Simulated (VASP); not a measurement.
# SnO (Pmn2_1) in VASP: single point with PBE+D3(BJ)

Aim: the single point of SnO with PBE+D3(BJ).

Everything below comes from runs of VASP 6.6.1. Logs are shortened: lines on timing, memory, paths and dates and some standing lists are left out, and cuts for length are marked.

## (1) The cell of the first run

It takes space group Pmn2_1 (No. 31, orthorhombic). Conventional cell: a = 3.355 Å, b = 5.674 Å, c = 4.222 Å, α = 90.00°, β = 90.00°, γ = 90.00°. Sn (site symmetry m) has 3 O at 2.15 to 2.16 Å within 2.8 Å. Within 2.8 Å of O (site symmetry m) lie 3 Sn at 2.15 to 2.16 Å.

## (2) Single point, PBE+D3(BJ)

INCAR

```
SYSTEM = SnO
PREC = Accurate
ENCUT = 910
EDIFF = 1E-6
ISMEAR = 0
SIGMA = 0.1
LREAL = Auto
LASPH = .TRUE.
NELM = 120
ALGO = Normal
ISIF = 2
LWAVE = .FALSE.
LCHARG = .FALSE.
GGA = PE
IVDW = 12
ISYM = 0
NBANDS = 94
GGA_COMPAT = .FALSE.
```

KPOINTS

```
Automatic mesh
0
Gamma
  2 2 2
  0.5 0.5 0.5
```

POSCAR

```
SnO
1.0
    0.0000000000     -5.6741040000      4.2219700000
    0.0000000000      5.6741040000      4.2219700000
   -6.7100100000      0.0000000000     -4.2219700000
Sn O
8 8
Direct
    0.3906175000      0.6225265000      0.5000000000
    0.8906175000      0.1225265000      0.5000000000
    0.1406175000      0.3725265000      0.0000000000
    0.6406175000      0.8725265000      0.0000000000
    0.7475265000      0.5156175000      0.2500000000
    0.2475265000      0.0156175000      0.2500000000
    0.4975265000      0.2656175000      0.7500000000
    0.9975265000      0.7656175000      0.7500000000
    0.1728035000      0.0640535000      0.5000000000
    0.6728035000      0.5640535000      0.5000000000
    0.9228035000      0.8140535000      0.0000000000
    0.4228035000      0.3140535000      0.0000000000
    0.1890535000      0.2978035000      0.2500000000
    0.6890535000      0.7978035000      0.2500000000
    0.9390535000      0.0478035000      0.7500000000
    0.4390535000      0.5478035000      0.7500000000
```

Potentials or basis: VASP PAW PBE potentials, release 64 (Sn_d, O_h).

On the command line:

```
> cat potpaw_PBE.64/Sn_d/POTCAR potpaw_PBE.64/O_h/POTCAR > POTCAR
> mpirun -np 1 vasp_std > vasp.out
```

OUTCAR:

```text
SYSTEM = SnO
   PREC = Accurate
   ENCUT = 910
   EDIFF = 1E-6
   ISMEAR = 0
   LREAL = Auto
   LASPH = .TRUE.
   NELM = 120
   ISIF = 2
   GGA = PE
   IVDW = 12
   ISYM = 0
 IVDW          = 12

 ion  position               nearest neighbor table
   1  0.391  0.623  0.500-  10 2.15  13 2.16  16 2.16   4 3.36   3 3.36
   2  0.891  0.123  0.500-   9 2.15  14 2.16  15 2.16   3 3.36   4 3.36
   3  0.141  0.373  0.000-  12 2.15  13 2.16  15 2.16   1 3.36   2 3.36
   4  0.641  0.873  0.000-  11 2.15  14 2.16  16 2.16   2 3.36   1 3.36
   5  0.748  0.516  0.250-  14 2.15  12 2.16  10 2.16   8 3.36   7 3.36
   6  0.248  0.016  0.250-  13 2.15  11 2.16   9 2.16   7 3.36   8 3.36
   7  0.498  0.266  0.750-  16 2.15  12 2.16   9 2.16   5 3.36   6 3.36
   8  0.998  0.766  0.750-  15 2.15  11 2.16  10 2.16   6 3.36   5 3.36
   9  0.173  0.064  0.500-   2 2.15   6 2.16   7 2.16
  10  0.673  0.564  0.500-   1 2.15   5 2.16   8 2.16
  11  0.923  0.814  0.000-   4 2.15   6 2.16   8 2.16
  12  0.423  0.314  0.000-   3 2.15   5 2.16   7 2.16
  13  0.189  0.298  0.250-   6 2.15   3 2.16   1 2.16
  14  0.689  0.798  0.250-   5 2.15   4 2.16   2 2.16
  15  0.939  0.048  0.750-   8 2.15   3 2.16   2 2.16
  16  0.439  0.548  0.750-   7 2.15   4 2.16   1 2.16

IMPORTANT INFORMATION: All symmetrisations will be switched off!
NOSYMM: (Re-)initialisation of all symmetry stuff for point group C_1.

----------------------------------------------------------------------------------------

                                     Primitive cell

  volume of cell :     321.4886

  direct lattice vectors                    reciprocal lattice vectors
     0.000000000 -5.674104000  4.221970000    -0.074515537 -0.088119640  0.118428127
     0.000000000  5.674104000  4.221970000    -0.074515537  0.088119640  0.118428127
    -6.710010000  0.000000000 -4.221970000    -0.149031074  0.000000000  0.000000000

  length of vectors
     7.072516305  7.072516305  7.927752827     0.165356758  0.165356758  0.149031074

  position of ions in fractional coordinates (direct lattice)
     0.390617500  0.622526500  0.500000000
     0.890617500  0.122526500  0.500000000
     0.140617500  0.372526500  0.000000000
     0.640617500  0.872526500  0.000000000
     0.747526500  0.515617500  0.250000000
     0.247526500  0.015617500  0.250000000
[... 8 lines left out ...]
     0.939053500  0.047803500  0.750000000
     0.439053500  0.547803500  0.750000000

  ion indices of the primitive-cell ions
   primitive index   ion index
                 1           1
                 2           2
                 3           3
                 4           4
                 5           5
                 6           6
[... 8 lines left out ...]
                15          15
                16          16

----------------------------------------------------------------------------------------

 KPOINTS: Automatic mesh

Automatic generation of k-mesh.
 Grid dimensions read from file:
 generate k-points for:    2    2    2

 Generating k-lattice:

  Cartesian coordinates                     Fractional coordinates (reciprocal lattice)
    -0.037257769 -0.044059820  0.059214064     0.500000000  0.000000000  0.000000000
    -0.037257769  0.044059820  0.059214064     0.000000000  0.500000000  0.000000000
    -0.074515537  0.000000000  0.000000000     0.000000000  0.000000000  0.500000000

  Length of vectors
     0.082678379  0.082678379  0.074515537

  Shift w.r.t. Gamma in fractional coordinates (k-lattice)
     0.500000000  0.500000000  0.500000000

 Subroutine IBZKPT returns following result:
 ===========================================

 Found      4 irreducible k-points:

 Following reciprocal coordinates:
            Coordinates               Weight
  0.250000  0.250000  0.250000      2.000000
 -0.250000  0.250000  0.250000      2.000000
 -0.250000  0.250000 -0.250000      2.000000
 -0.250000 -0.250000  0.250000      2.000000
   k-points           NKPTS =      4   k-points in BZ     NKDIM =      4   number of bands    NBANDS=     94
   number of dos      NEDOS =    301   number of ions     NIONS =     16
   total plane-waves  NPLWV = 392000
   dimension x,y,z NGX =    70 NGY =   70 NGZ =   80
   dimension x,y,z NGXF=   140 NGYF=  140 NGZF=  160
   ions per type =               8   8
   NGX,Y,Z   is equivalent  to a cutoff of  16.45, 16.45, 16.78 a.u.
   NGXF,Y,Z  is equivalent  to a cutoff of  32.91, 32.91, 33.55 a.u.
 SYSTEM =  SnO
   PREC   = accura    normal or accurate (medium, high low for compatibility)
   ISTART =      0    job   : 0-new  1-cont  2-samecut
   ICHARG =      2    charge: 1-file 2-atom 10-const
   ISPIN  =      1    spin polarized calculation?
   LNONCOLLINEAR =      F non collinear calculations
   LSORBIT =      F    spin-orbit coupling
   LASPH  =      T    aspherical Exc in radial PAW
   ENCUT  =  910.0 eV  66.88 Ry    8.18 a.u.  17.40 17.40 19.50*2*pi/ulx,y,z
   NELM   =    120;   NELMIN=  2; NELMDL= -5     # of ELM steps
   EDIFF  = 0.1E-05   stopping-criterion for ELM
   LREAL  =      T    real-space projection
   EDIFFG = 0.1E-04   stopping-criterion for IOM
   NSW    =      0    number of steps for IOM
   IBRION =     -1    ionic relax: 0-MD 1-quasi-New 2-CG
   NFREE  =      0    steps in history (QN), initial steepest desc. (CG)
   ISIF   =      2    stress and relaxation
   ISYM   =      0    0-nonsym 1-usesym 2-fastsym
   POTIM  = 0.5000    time-step for ionic-motion
   TEBEG  =    0.0;   TEEND  =   0.0 temperature during run
   PSTRESS=    0.0 pullay stress
   NELECT =     160.0000    total number of electrons
   NUPDOWN=      -1.0000    fix difference up-down
   EMIN   =  10.00;   EMAX   =-10.00  energy-range for DOS
   EFERMI =   0.00;   METHOD = LEGACY
   ISMEAR =     0;   SIGMA  =   0.10  broadening in eV -4-tet -1-fermi 0-gaus
   EFERMI_NEDOS =   21; number of points for ismear=-14 and -15
   IALGO  =     38    algorithm
   IMIX   =      4    mixing-type and parameters
     AMIX     =   0.40;   BMIX     =  1.00
     AMIX_MAG =   1.60;   BMIX_MAG =  1.00
  volume/ion in A,a.u.               =      20.09       135.59
  Fermi-wavevector in a.u.,A,eV,Ry     =   1.297357  2.451650 22.900458  1.683136
  Thomas-Fermi vector in A             =   2.428755
   LORBIT       =      0    0 simple, 1 ext, 2 COOP (PROOUT), +10 PAW based schemes
   GGA     = PE    functional components
   LHFCALC =     F    Hartree Fock is set to
   AEXX    =    0.0000 exact exchange contribution
   IVDW    =    12    specifies the selected vdW correction
   LEPSILON=     F    determine dielectric tensor
   LRPA    =     F    only Hartree local field effects (RPA)
 non-spin polarized calculation
 Gauss-broadening in eV      SIGMA  =   0.10
  energy-cutoff  :      910.00
  volume of cell :      321.49
 maximum number of plane-waves:     20053
 NGX is ok and might be reduce to    70
   NGX = 35   NGY = 35   NGZ = 39

 number of electron     160.0000004 magnetization

 Free energy of the ion-electron system (eV)
  ---------------------------------------------------
  ext. energy  EPLUGINS =         0.00000000
  ---------------------------------------------------
  free energy    TOTEN  =       -89.92179747 eV

  energy without entropy =      -89.92179747  energy(sigma->0) =      -89.92179747

 E-fermi :   5.0593     XC(G=0):  -9.5397

 val. band max:        4.5986464895   @ k =  -0.2500   0.2500  -0.2500
 cond. band min:       6.9713005489   @ k =  -0.2500   0.2500   0.2500
 fundamental gap:      2.3726540594
 Fermi energy:         5.0592756901

 k-point     1 :       0.2500    0.2500    0.2500
  band No.  band energies     occupation
      1     -16.1440      2.00000
      2     -16.1440      2.00000
      3     -16.1418      2.00000
      4     -16.1418      2.00000
      5     -16.1346      2.00000
      6     -15.9880      2.00000
[... 84 lines left out ...]
     91       9.9265      0.00000
     92       9.9267      0.00000

 k-point     2 :      -0.2500    0.2500    0.2500
  band No.  band energies     occupation
      1     -16.1663      2.00000
      2     -16.1601      2.00000
      3     -16.1306      2.00000
      4     -16.1306      2.00000
      5     -16.0584      2.00000
      6     -16.0419      2.00000
[... 84 lines left out ...]
     91      10.0010      0.00000
     92      10.2459      0.00000

 k-point     3 :      -0.2500    0.2500   -0.2500
  band No.  band energies     occupation
      1     -16.1663      2.00000
      2     -16.1601      2.00000
      3     -16.1306      2.00000
      4     -16.1306      2.00000
      5     -16.0584      2.00000
      6     -16.0419      2.00000
[... 84 lines left out ...]
     91      10.0010      0.00000
     92      10.2459      0.00000

 k-point     4 :      -0.2500   -0.2500    0.2500
  band No.  band energies     occupation
      1     -16.1458      2.00000
      2     -16.1458      2.00000
      3     -16.1399      2.00000
      4     -16.1396      2.00000
      5     -16.1395      2.00000
      6     -15.9844      2.00000
[... 84 lines left out ...]
     91       9.6791      0.00000
     92       9.6791      0.00000
 [bands above 92 left out]

------------------------ aborting loop because EDIFF is reached ----------------------------------------

 Edisp (eV)   -3.29771

 E8    (eV) :    -1.4384

  FORCE on cell =-STRESS in cart. coord.  units (eV):
  Direction    XX          YY          ZZ          XY          YZ          ZX
  --------------------------------------------------------------------------------------
  -------------------------------------------------------------------------------------
  Total      -2.78537    -2.49550    -2.81933    -0.00401     0.00175    -0.00225
  in kB     -13.88121   -12.43661   -14.05049    -0.02001     0.00874    -0.01121
  external pressure =      -13.46 kB  Pullay stress =        0.00 kB

 VOLUME and BASIS-vectors are now :
 -----------------------------------------------------------------------------
  energy-cutoff  :      910.00
  volume of cell :      321.49
      direct lattice vectors                 reciprocal lattice vectors
     0.000000000 -5.674104000  4.221970000    -0.074515537 -0.088119640  0.118428127
     0.000000000  5.674104000  4.221970000    -0.074515537  0.088119640  0.118428127
    -6.710010000  0.000000000 -4.221970000    -0.149031074  0.000000000  0.000000000

 POSITION                                       TOTAL-FORCE (eV/Angst)
 -----------------------------------------------------------------------------------
     -3.35500      1.31588      2.16648         0.001761     -0.028130     -0.020399
     -3.35500     -4.35823      2.16648         0.001852     -0.028147     -0.020392
      0.00000      1.31588      2.16648        -0.002840     -0.014651     -0.012401
      0.00000      1.31588      6.38845        -0.002836     -0.014729     -0.012408
     -1.67750     -1.31588      4.27746         0.003345      0.024304     -0.006029
     -1.67750     -1.31588      0.05549         0.003360      0.024298     -0.006118
[... 8 lines left out ...]
     -5.03251     -5.05705      1.00000        -0.000352     -0.100998      0.012664
     -5.03251      0.61706      1.00000        -0.000359     -0.101052      0.012619
 -----------------------------------------------------------------------------------
    total drift:                                0.001304      0.004231     -0.008046

  FREE ENERGIE OF THE ION-ELECTRON SYSTEM (eV)
  ---------------------------------------------------
  free  energy   TOTEN  =       -93.2195045575 eV

  energy  without entropy=      -93.2195045575  energy(sigma->0) =      -93.21950456
```

It took 9.3 min on 1 thread of Intel Xeon Platinum 8259CL at 2.50GHz (Skylake/Cascade Lake), shared host; peak memory 0.79 GiB.

What came out:

```
Free energy                : -93.2195 eV
Pressure                   : -1.3 GPa
Largest force              : 0.102 eV/Å
Band gap on the k mesh     : 2.37 eV
Dispersion energy per atom : -0.206 eV
```

Forces in eV/Å, atoms in the order of the input:
```
Sn   0.002 -0.028 -0.020
Sn   0.002 -0.028 -0.020
Sn  -0.003 -0.015 -0.012
Sn  -0.003 -0.015 -0.012
Sn   0.003  0.024 -0.006
Sn   0.003  0.024 -0.006
Sn  -0.002  0.022 -0.014
Sn  -0.002  0.022 -0.014
O    0.001  0.099  0.014
O    0.001  0.099  0.014
O    0.000  0.099  0.013
O    0.000  0.099  0.013
O    0.000 -0.100  0.013
O    0.000 -0.100  0.012
O    0.000 -0.101  0.013
O    0.000 -0.101  0.013
```

Caveat: the cutoff is under 1.25 times the usual one of these potentials, so pressure, stress and relaxed cells hold a basis-set (Pulay) error; spin-orbit coupling is left out, which moves the levels of the heavy elements; a shifted mesh leaves out Γ, where band edges can lie. A k mesh can miss the band edges.
